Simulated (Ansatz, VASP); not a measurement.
## One calculation of ZnSe, two programs

```xyz
2
Lattice="0.0000 2.8853 2.8853 2.8853 0.0000 2.8853 2.8853 2.8853 0.0000" Properties=species:S:1:pos:R:3 pbc="T T T"
Zn    0.0000    0.0000    0.0000
Se    4.3279    4.3279    4.3279
```

Alike in both runs: task single point; functional PBE; k mesh 8 × 8 × 8; no spin polarisation.

|  | VASP | Ansatz |
| --- | --- | --- |
| version | VASP 6.6.1 | Ansatz 0.2.0 |
| potentials or method | VASP PAW PBE potentials, release 64 (Zn, Se), cutoff 520 eV | scalar-relativistic, plane waves, PAW |
| occupations | gaussian, width 0.01 eV | fixed |
| valence electrons in the cell | 18 | 28 |

Ansatz gave:

| Item | Value |
| --- | --- |
| gap on the k mesh at the Fermi level (eV) | 1.08 |
| least direct gap on the mesh (eV) | 1.08 |
| pressure (GPa) | -1.1 |

Question: Which values does VASP return?

Answer: gap on the k mesh at the Fermi level (eV): 1.08; least direct gap on the mesh (eV): 1.08; pressure (GPa): -0.9.

VASP's potentials hold 18 valence electrons a cell and Ansatz's 28, so a difference there can come from the potentials and not from the codes.
